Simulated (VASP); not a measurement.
Here is a VASP 6.6.1 calculation.

File INCAR:

```
  PREC = Accurate
  ENCUT = 600
  EDIFF = 1E-7
  ISMEAR = 0
  SIGMA = 0.1
  LREAL = False
  LASPH = True
  NELM = 100
  ALGO = Normal
  ISIF = 3
  LWAVE = False
  LCHARG = False
  GGA = PE
  IBRION = 2
  NSW = 90
  EDIFFG = -0.04
```

KPOINTS

```
Automatic mesh
0
Gamma
  6 6 6
```

POSCAR

```
MgB2
1.0
    0.0000000000      3.1800491300      3.1800491300
    3.1800491300      0.0000000000      3.1800491300
    3.1800491300      3.1800491300      0.0000000000
Mg B
2 4
Direct
    0.0000000000      0.0000000000      0.0000000000
    0.2500000000      0.2500000000      0.2500000000
    0.6250000000      0.1250000000      0.6250000000
    0.6250000000      0.6250000000      0.1250000000
    0.1250000000      0.6250000000      0.6250000000
    0.6250000000      0.6250000000      0.6250000000
```

Potentials or basis: VASP PAW PBE potentials, release 64 (Mg, B).

Launch:

```bash
$ cat potpaw_PBE.64/Mg/POTCAR potpaw_PBE.64/B/POTCAR > POTCAR
$ mpirun -np 1 vasp_std > vasp.out
```

(1) Estimate the space group after relaxing (to 0.05 Å).

(2) What does it give for the band gap on the k mesh?

Results:

(1) Fd-3m (No. 227).

(2) zero (band 8 reaches 8.88 eV, above the bottom of band 9 at 5.16 eV).
